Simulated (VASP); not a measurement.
# MnS: single point with LDA+U

The system is MnS.

```
Mn S
1.0
     0.00000    2.80000    2.80000
     2.80000    0.00000    2.80000
     2.80000    2.80000    0.00000
Mn S
1 1
Direct
  0.00000 0.00000 0.00000
  0.25000 0.25000 0.25000
```

```
Program             : VASP 6.6.1
Task                : single point
Functional          : LDA
Potentials or basis : VASP PAW LDA potentials, release 64 (Mn_pv, S)
Cutoff              : 520 eV
k mesh              : 7 × 7 × 7
Occupations         : methfessel-paxton, width 0.1 eV
Spin                : collinear spin, ferromagnetic start
Starting moments    : [2.8, 0.0] μB
Hubbard terms       : Mn d U = 4.9 eV, J = 0.9 eV
```

* Pressure: -0.2 GPa
* Band gap on the k mesh: 0.84 eV (least direct gap 1.18 eV)
* Net moment: 5.00 μB per cell
* Site moments: Mn +4.53; S +0.05 μB
* Valence electrons inside the program's atomic spheres: Mn 11.39; S 3.78

Levels at points of the mesh, in eV from the valence-band top:
Spin up:
| k point | band 10 | band 11 | band 12 | band 13 | band 14 | band 15 |
| --- | --- | --- | --- | --- | --- | --- |
| (0.00, 0.00, 0.00) | 0.00 | 0.00 | 0.00 | 1.18 | 6.08 | 6.08 |
Spin down:
| k point | band 3 | band 4 | band 5 | band 6 | band 7 | band 8 | band 9 | band 10 | band 11 | band 12 |
| --- | --- | --- | --- | --- | --- | --- | --- | --- | --- | --- |
| (0.00, 0.00, 0.00) | -45.68 | -13.14 | -2.59 | -2.59 | -2.59 | 1.89 | 2.39 | 2.39 | 4.41 | 4.41 |

Eigenvalues of the final occupation matrices:
```csv
site,spin,trace,eigenvalues
site 1 d,1,4.68,0.93 0.93 0.94 0.94 0.94
site 1 d,2,0.23,0.02 0.02 0.06 0.06 0.06
```

Wall time 46 s on 1 thread of Intel Xeon 8259CL, with other jobs on the host, peak memory 0.17 GiB.

Caveat: an odd mesh through Γ misses points on the zone boundary, where band edges can lie; a cell with one magnetic atom can't hold antiferromagnetic order, which such compounds often take. The state reached can hang on the start; a lower one may exist.
